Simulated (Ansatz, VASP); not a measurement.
## Ta2N: VASP beside Ansatz

INCAR

```
PREC = Accurate
ENCUT = 520
EDIFF = 1E-6
ISMEAR = 0
SIGMA = 0.15
LREAL = False
LASPH = True
NELM = 80
ALGO = Normal
ISIF = 2
LWAVE = False
LCHARG = True
GGA = PE
LELF = True
LVHAR = True
NBANDS = 20
```

File KPOINTS:

```
Automatic mesh
0
Gamma
  18 18 10
```

File POSCAR:

```
Ta2N
1.0
    3.2561970625      0.0000000000      0.0000000000
   -1.6280985312      2.8199493758      0.0000000000
    0.0000000000      0.0000000000      4.7598427878
Ta N
2 1
Direct
    0.6666666667      0.3333333333      0.7449050326
    0.3333333333      0.6666666667      0.2550949674
    0.0000000000      0.0000000000      0.0000000000
```

Input for Ansatz:

```yaml
crystal:
  lattice:
    - [3.2561970625, 0.0, 0.0]
    - [-1.6280985312, 2.8199493758, 0.0]
    - [0.0, 0.0, 4.7598427878]
  atoms:
    - { symbol: Ta, position: [0.6666666667, 0.3333333333, 0.7449050326] }
    - { symbol: Ta, position: [0.3333333333, 0.6666666667, 0.2550949674] }
    - { symbol: "N", position: [0.0, 0.0, 0.0] }
basis:
  ecutwfc: 420
kpoints:
  mp_grid: { grid: [18, 18, 10] }
hamiltonian:
  xc: pbe
scf:
  occupations: { method: gaussian, width: 0.15 }
output:
  forces: true
  stress: true
  eigenvalues: true
```

Change from the starting cell: strain +0.050 along x and y, -0.025 along z, atoms carried along.

Alike in both runs: task single point; functional PBE; k mesh 18 × 18 × 10; occupations gaussian, width 0.15 eV; no spin polarisation.

|  | VASP | Ansatz |
| --- | --- | --- |
| version | VASP 6.6.1 | Ansatz 0.2.0 |
| potentials or method | VASP PAW PBE potentials, release 64 (Ta_pv, N), cutoff 520 eV | scalar-relativistic, plane waves, PAW |
| valence electrons in the cell | 27 | 31 |

|  | VASP | Ansatz | Ansatz less VASP |
| --- | --- | --- | --- |
| gap on the k mesh at the Fermi level (eV) | none | none | - |
| pressure (GPa) | -16.3 | -16.6 | -0.28 |
| traceless stress, the component that is largest in VASP (GPa) | 9.18 | 9.25 | +0.075 |
| rms of the force components (eV/Å) | 0.370 | 0.388 | +0.0186 |

Atom by atom the forces differ by 0.019 eV/Å (rms over components). A gap of «none» marks a metal or a gap that the smearing closes. VASP's potentials hold 27 valence electrons a cell and Ansatz's 31, so a difference there can come from the potentials and not from the codes.

Neither program's run includes spin-orbit coupling.
